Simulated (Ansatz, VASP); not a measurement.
## SnSe2: VASP beside Ansatz

```
CELL_PARAMETERS angstrom
3.84006 0.00000 0.00000
-1.92003 3.32559 0.00000
0.00000 0.00000 6.00973
ATOMIC_POSITIONS crystal
Sn 0.00000 0.00000 0.00000
Se 0.33333 0.66667 0.26514
Se 0.66667 0.33333 0.73486
```

Alike in both runs: task single point; functional PBE; dispersion D3(BJ); k mesh 6 × 6 × 4; occupations gaussian, width 0.02 eV; no spin polarisation.

|  | VASP | Ansatz |
| --- | --- | --- |
| version | VASP 6.6.1 | Ansatz 0.2.0 |
| potentials or method | VASP PAW PBE potentials, release 64 (Sn_d, Se), cutoff 520 eV | scalar-relativistic, plane waves, PAW |
| valence electrons in the cell | 26 | 46 |

|  | VASP | Ansatz | Ansatz less VASP |
| --- | --- | --- | --- |
| gap on the k mesh at the Fermi level (eV) | 0.63 | 0.64 | +0.006 |
| least direct gap on the mesh (eV) | 0.81 | 0.82 | +0.011 |
| pressure (GPa) | 0.1 | 0.0 | -0.07 |
| traceless stress, the component that is largest in VASP (GPa) | -0.09 | -0.09 | -0.009 |
| rms of the force components (eV/Å) | 0.001 | 0.005 | +0.0040 |

Atom by atom the forces differ by 0.006 eV/Å (rms over components). VASP's potentials hold 26 valence electrons a cell and Ansatz's 46, so a difference there can come from the potentials and not from the codes.
